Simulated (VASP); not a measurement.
# GaCo (Pm-3m) in VASP: further runs

Runs on GaCo. Level: r2SCAN. Tasks: single point.

Everything below comes from runs of VASP 6.6.1. Logs are shortened: lines on timing, memory, paths and dates and some standing lists are left out, and cuts for length are marked.

## Step 1: The cell of the first run

The structure is cubic, space group Pm-3m (No. 221). Conventional cell: a = 2.740 Å, b = 2.740 Å, c = 2.740 Å, α = 90.00°, β = 90.00°, γ = 90.00°. Within 3.1 Å of Ga (site symmetry m-3m) lie 8 Co at 2.37 Å and 6 Ga at 2.74 Å. Within 3.1 Å of Co (site symmetry m-3m) lie 8 Ga at 2.37 Å and 6 Co at 2.74 Å.

## Step 2: Single point, r2SCAN, collinear spin, ferromagnetic start

File POSCAR:

```
GaCo
1.0
    2.7404804318      0.0000000000      0.0000000000
    0.0000000000      2.7404804318      0.0000000000
    0.0000000000      0.0000000000      2.7404804318
Ga Co
1 1
Direct
    0.5000000000      0.5000000000      0.5000000000
    0.0000000000      0.0000000000      0.0000000000
```

File INCAR.step1:

```
ALGO = Normal ; EDIFF = 1E-4
ENCUT = 520 ; GGA = PE
ISMEAR = -1 ; ISPIN = 2
LASPH = True ; LCHARG = False
LMAXMIX = 4 ; LREAL = False
LWAVE = True ; MAGMOM = 0 2
NBANDS = 22 ; NELM = 150
PREC = Accurate ; SIGMA = 0.05
```

File INCAR.step2:

```
ALGO = Normal ; EDIFF = 1E-6
ENCUT = 520 ; ISIF = 2
ISMEAR = -1 ; ISPIN = 2
ISTART = 1 ; LASPH = True
LCHARG = False ; LMAXMIX = 4
LMIXTAU = True ; LORBIT = 11
LREAL = False ; LWAVE = False
MAGMOM = 0 2 ; METAGGA = R2SCAN
NBANDS = 22 ; NELM = 150
PREC = Accurate ; SIGMA = 0.05
```

File KPOINTS:

```
k-points
0
Gamma
  9 9 9
```

Potentials or basis: VASP PAW PBE potentials, release 64 (Ga_d, Co).

Started as:

```console
$ cat potpaw_PBE.64/Ga_d/POTCAR potpaw_PBE.64/Co/POTCAR > POTCAR
$ cp INCAR.step1 INCAR
$ mpirun -np 1 vasp_std > vasp.out
$ cp INCAR.step2 INCAR
$ mpirun -np 1 vasp_std > vasp.out
```

OUTCAR:

```text
EDIFF = 1E-6
   ENCUT = 520
   ISIF = 2
   ISMEAR = -1
   ISPIN = 2
   ISTART = 1
   LASPH = True
   LORBIT = 11
   LREAL = False
   METAGGA = R2SCAN
   NELM = 150
   PREC = Accurate

 ion  position               nearest neighbor table
   1  0.500  0.500  0.500-   2 2.37   2 2.37   2 2.37   2 2.37   2 2.37   2 2.37   2 2.37   2 2.37

   2  0.000  0.000  0.000-   1 2.37   1 2.37   1 2.37   1 2.37   1 2.37   1 2.37   1 2.37   1 2.37

  LATTYP: Found a simple cubic cell.
 ALAT       =     2.7404804318

  Lattice vectors:

 A1 = (   2.7404804318,   0.0000000000,   0.0000000000)
 A2 = (   0.0000000000,   2.7404804318,   0.0000000000)
 A3 = (   0.0000000000,   0.0000000000,   2.7404804318)

Analysis of symmetry for initial positions (statically):
=====================================================================
 Subroutine PRICEL returns:
 Original cell was already a primitive cell.

 Routine SETGRP: Setting up the symmetry group for a
 simple cubic supercell.

 Subroutine GETGRP returns: Found 48 space group operations
 (whereof 48 operations were pure point group operations)
 out of a pool of 48 trial point group operations.

The static configuration has the point symmetry O_h .

Analysis of symmetry for dynamics (positions and initial velocities):
=====================================================================
 Subroutine PRICEL returns:
 Original cell was already a primitive cell.

 Routine SETGRP: Setting up the symmetry group for a
 simple cubic supercell.

 Subroutine GETGRP returns: Found 48 space group operations
 (whereof 48 operations were pure point group operations)
 out of a pool of 48 trial point group operations.

The dynamic configuration has the point symmetry O_h .

Analysis of structural, dynamic, and magnetic symmetry:
=====================================================================
 Subroutine PRICEL returns:
 Original cell was already a primitive cell.

 Routine SETGRP: Setting up the symmetry group for a
 simple cubic supercell.

 Subroutine GETGRP returns: Found 48 space group operations
 (whereof 48 operations were pure point group operations)
 out of a pool of 48 trial point group operations.

The overall configuration has the point symmetry O_h .

 Subroutine INISYM returns: Found 48 space group operations
 (whereof 48 operations are pure point group operations),
 and found     1 'primitive' translations

----------------------------------------------------------------------------------------

                                     Primitive cell

  volume of cell :      20.5816

  direct lattice vectors                    reciprocal lattice vectors
     2.740480432  0.000000000  0.000000000     0.364899522  0.000000000  0.000000000
     0.000000000  2.740480432  0.000000000     0.000000000  0.364899522  0.000000000
     0.000000000  0.000000000  2.740480432     0.000000000  0.000000000  0.364899522

  length of vectors
     2.740480432  2.740480432  2.740480432     0.364899522  0.364899522  0.364899522

  position of ions in fractional coordinates (direct lattice)
     0.500000000  0.500000000  0.500000000
     0.000000000  0.000000000  0.000000000

  ion indices of the primitive-cell ions
   primitive index   ion index
                 1           1
                 2           2

----------------------------------------------------------------------------------------

 KPOINTS: k-points

Automatic generation of k-mesh.
 Grid dimensions read from file:
 generate k-points for:    9    9    9

 Generating k-lattice:

  Cartesian coordinates                     Fractional coordinates (reciprocal lattice)
     0.040544391  0.000000000  0.000000000     0.111111111  0.000000000  0.000000000
     0.000000000  0.040544391  0.000000000     0.000000000  0.111111111  0.000000000
     0.000000000  0.000000000  0.040544391     0.000000000  0.000000000  0.111111111

  Length of vectors
     0.040544391  0.040544391  0.040544391

  Shift w.r.t. Gamma in fractional coordinates (k-lattice)
     0.000000000  0.000000000  0.000000000

 Subroutine IBZKPT returns following result:
 ===========================================

 Found     35 irreducible k-points:

 Following reciprocal coordinates:
            Coordinates               Weight
  0.000000  0.000000  0.000000      1.000000
  0.111111  0.000000  0.000000      6.000000
  0.222222  0.000000  0.000000      6.000000
  0.333333  0.000000  0.000000      6.000000
  0.444444  0.000000  0.000000      6.000000
  0.111111  0.111111  0.000000     12.000000
[... 16 lines left out ...]
  0.333333  0.333333  0.111111     24.000000
  0.444444  0.333333  0.111111     48.000000
 [... further k-points ...]
   k-points           NKPTS =     35   k-points in BZ     NKDIM =     35   number of bands    NBANDS=     22
   number of dos      NEDOS =    301   number of ions     NIONS =      2
   total plane-waves  NPLWV =   8000
   dimension x,y,z NGX =    20 NGY =   20 NGZ =   20
   dimension x,y,z NGXF=    40 NGYF=   40 NGZF=   40
   ions per type =               1   1
   NGX,Y,Z   is equivalent  to a cutoff of  12.13, 12.13, 12.13 a.u.
   NGXF,Y,Z  is equivalent  to a cutoff of  24.27, 24.27, 24.27 a.u.
 SYSTEM =  unknown system
   PREC   = accura    normal or accurate (medium, high low for compatibility)
   ISTART =      1    job   : 0-new  1-cont  2-samecut
   ICHARG =      0    charge: 1-file 2-atom 10-const
   ISPIN  =      2    spin polarized calculation?
   LNONCOLLINEAR =      F non collinear calculations
   LSORBIT =      F    spin-orbit coupling
   LASPH  =      T    aspherical Exc in radial PAW
   ENCUT  =  520.0 eV  38.22 Ry    6.18 a.u.   5.10  5.10  5.10*2*pi/ulx,y,z
   NELM   =    150;   NELMIN=  2; NELMDL=  0     # of ELM steps
   EDIFF  = 0.1E-05   stopping-criterion for ELM
   LREAL  =      F    real-space projection
   EDIFFG = 0.1E-04   stopping-criterion for IOM
   NSW    =      0    number of steps for IOM
   IBRION =     -1    ionic relax: 0-MD 1-quasi-New 2-CG
   NFREE  =      0    steps in history (QN), initial steepest desc. (CG)
   ISIF   =      2    stress and relaxation
   ISYM   =      2    0-nonsym 1-usesym 2-fastsym
   POTIM  = 0.5000    time-step for ionic-motion
   TEBEG  =    0.0;   TEEND  =   0.0 temperature during run
   PSTRESS=    0.0 pullay stress
   NELECT =      22.0000    total number of electrons
   NUPDOWN=      -1.0000    fix difference up-down
   EMIN   =  10.00;   EMAX   =-10.00  energy-range for DOS
   EFERMI =   0.00;   METHOD = LEGACY
   ISMEAR =    -1;   SIGMA  =   0.05  broadening in eV -4-tet -1-fermi 0-gaus
   EFERMI_NEDOS =   21; number of points for ismear=-14 and -15
   IALGO  =     38    algorithm
   IMIX   =      4    mixing-type and parameters
     AMIX     =   0.40;   BMIX     =  1.00
     AMIX_MAG =   1.60;   BMIX_MAG =  1.00
  volume/ion in A,a.u.               =      10.29        69.45
  Fermi-wavevector in a.u.,A,eV,Ry     =   1.673872  3.163160 38.121468  2.801849
  Thomas-Fermi vector in A             =   2.758767
   LORBIT       =     11    0 simple, 1 ext, 2 COOP (PROOUT), +10 PAW based schemes
   METAGGA = R2SCAN    functional components
   LHFCALC =     F    Hartree Fock is set to
   AEXX    =    0.0000 exact exchange contribution
   IVDW    =     0    specifies the selected vdW correction
   LEPSILON=     F    determine dielectric tensor
   LRPA    =     F    only Hartree local field effects (RPA)
 spin polarized calculation
  energy-cutoff  :      520.00
  volume of cell :       20.58
 maximum number of plane-waves:       565
   NGX = 11   NGY = 11   NGZ = 11

 number of electron      22.0000029 magnetization      -0.0010119

 Free energy of the ion-electron system (eV)
  ---------------------------------------------------
  ext. energy  EPLUGINS =         0.00000000
  ---------------------------------------------------
  free energy    TOTEN  =       -24.85099047 eV

  energy without entropy =      -24.84499052  energy(sigma->0) =      -24.84799050

 E-fermi :  11.8082     XC(G=0): -15.5766

 val. band max:       11.7377260614   @ k =   0.4444   0.4444   0.1111
 cond. band min:      11.8854507884   @ k =   0.4444   0.3333   0.0000
 fundamental gap:      0.1477247270
 Fermi energy:        11.8082148876

 spin component 1

 k-point     1 :       0.0000    0.0000    0.0000
  band No.  band energies     occupation
      1      -4.2737      1.00000
      2      -4.2737      1.00000
      3      -3.7267      1.00000
      4      -3.7267      1.00000
      5      -3.7267      1.00000
      6      -2.2154      1.00000
[... 14 lines left out ...]
     21      42.1609      0.00000
     22      42.1610      0.00000

 k-point     2 :       0.1111    0.0000    0.0000
  band No.  band energies     occupation
      1      -4.2617      1.00000
      2      -4.2274      1.00000
      3      -3.7437      1.00000
      4      -3.7437      1.00000
      5      -3.7222      1.00000
      6      -1.9412      1.00000
[... 14 lines left out ...]
     21      38.8752      0.00000
     22      40.0644      0.00000

 k-point     3 :       0.2222    0.0000    0.0000
  band No.  band energies     occupation
      1      -4.2312      1.00000
      2      -4.1180      1.00000
      3      -3.7864      1.00000
      4      -3.7864      1.00000
      5      -3.7107      1.00000
      6      -1.1147      1.00000
[... 14 lines left out ...]
     21      35.5837      0.00000
     22      40.3000      0.00000
[... 476 lines left out ...]
 k-point    23 :       0.3333    0.3333    0.1111
  band No.  band energies     occupation
      1      -4.0846      1.00000
      2      -4.0295      1.00000
      3      -3.8870      1.00000
      4      -3.8695      1.00000
      5      -3.7132      1.00000
      6       2.5752      1.00000
[... 14 lines left out ...]
     21      37.7382      0.00000
     22      39.2093      0.00000

 k-point    24 :       0.4444    0.3333    0.1111
  band No.  band energies     occupation
      1      -4.1469      1.00000
      2      -4.0150      1.00000
      3      -3.9222      1.00000
      4      -3.8800      1.00000
      5      -3.6223      1.00000
      6       3.8647      1.00000
[... 14 lines left out ...]
     21      38.9212      0.00000
     22      40.6115      0.00000

 [... further k-points ...]

 spin component 2

 k-point     1 :       0.0000    0.0000    0.0000
  band No.  band energies     occupation
      1      -4.2736      1.00000
      2      -4.2736      1.00000
      3      -3.7267      1.00000
      4      -3.7267      1.00000
      5      -3.7267      1.00000
      6      -2.2149      1.00000
[... 14 lines left out ...]
     21      42.1603      0.00000
     22      42.1604      0.00000

 k-point     2 :       0.1111    0.0000    0.0000
  band No.  band energies     occupation
      1      -4.2616      1.00000
      2      -4.2274      1.00000
      3      -3.7436      1.00000
      4      -3.7436      1.00000
      5      -3.7221      1.00000
      6      -1.9407      1.00000
[... 14 lines left out ...]
     21      38.8749      0.00000
     22      40.0640      0.00000

 k-point     3 :       0.2222    0.0000    0.0000
  band No.  band energies     occupation
      1      -4.2312      1.00000
      2      -4.1180      1.00000
      3      -3.7864      1.00000
      4      -3.7864      1.00000
      5      -3.7107      1.00000
      6      -1.1142      1.00000
[... 14 lines left out ...]
     21      35.5835      0.00000
     22      40.2998      0.00000
[... 476 lines left out ...]
 k-point    23 :       0.3333    0.3333    0.1111
  band No.  band energies     occupation
      1      -4.0846      1.00000
      2      -4.0295      1.00000
      3      -3.8870      1.00000
      4      -3.8694      1.00000
      5      -3.7132      1.00000
      6       2.5756      1.00000
[... 14 lines left out ...]
     21      37.7382      0.00000
     22      39.2091      0.00000

 k-point    24 :       0.4444    0.3333    0.1111
  band No.  band energies     occupation
      1      -4.1468      1.00000
      2      -4.0149      1.00000
      3      -3.9222      1.00000
      4      -3.8800      1.00000
      5      -3.6223      1.00000
      6       3.8650      1.00000
[... 14 lines left out ...]
     21      38.9212      0.00000
     22      40.6114      0.00000

 [... further k-points ...]

------------------------ aborting loop because EDIFF is reached ----------------------------------------

  FORCE on cell =-STRESS in cart. coord.  units (eV):
  Direction    XX          YY          ZZ          XY          YZ          ZX
  --------------------------------------------------------------------------------------
  -------------------------------------------------------------------------------------
  Total        3.7672095      3.7672095      3.7672095      0.0000000      0.0000000     -0.0000000
  in kB      293.2582472    293.2582472    293.2582472      0.0000000      0.0000000     -0.0000000
  external PRESSURE =     293.2582472 kB  Pullay stress =       0.0000000 kB

 VOLUME and BASIS-vectors are now :
 -----------------------------------------------------------------------------
  energy-cutoff  :      520.00
  volume of cell :       20.58
      direct lattice vectors                 reciprocal lattice vectors
     2.740480432  0.000000000  0.000000000     0.364899522  0.000000000  0.000000000
     0.000000000  2.740480432  0.000000000     0.000000000  0.364899522  0.000000000
     0.000000000  0.000000000  2.740480432     0.000000000  0.000000000  0.364899522

 POSITION                                       TOTAL-FORCE (eV/Angst)
 -----------------------------------------------------------------------------------
      1.37024      1.37024      1.37024         0.000000      0.000000      0.000000
      0.00000      0.00000      0.00000         0.000000      0.000000      0.000000
 -----------------------------------------------------------------------------------
    total drift:                               -0.000000      0.000000     -0.000000

  FREE ENERGIE OF THE ION-ELECTRON SYSTEM (eV)
  ---------------------------------------------------
  free  energy   TOTEN  =       -24.8509904681 eV

  energy  without entropy=      -24.8449905221  energy(sigma->0) =      -24.84799050

 total charge

# of ion       s       p       d       tot
------------------------------------------
    1        0.847   1.043  10.128  12.018
    2        0.460   0.619   7.631   8.711
--------------------------------------------------
tot          1.307   1.662  17.759  20.728

 magnetization (x)

# of ion       s       p       d       tot
------------------------------------------
    1        0.000   0.000   0.000   0.000
    2        0.000   0.000  -0.001  -0.001
--------------------------------------------------
tot          0.000   0.000  -0.001  -0.001
```

Run time: 57 s. Hardware: 1 thread of Intel Xeon Platinum 8375C at 2.90GHz (Ice Lake), shared host; peak memory 0.15 GiB.

Results:

| Quantity | Value |
| --- | --- |
| Free energy | -24.8510 eV |
| Pressure | 29.3 GPa |
| Band gap on the k mesh | zero (filled and empty bands overlap) |
| Net moment | 0.00 μB per cell |
| Valence electrons inside the program's atomic spheres | Ga 12.02; Co 8.71 |

Caveat: the starting moments collapsed, and a magnetic state may lie lower; the PAW data sets were made with another functional, which shifts forces and pressure a little.

(Part 1 of 3 ends here.)
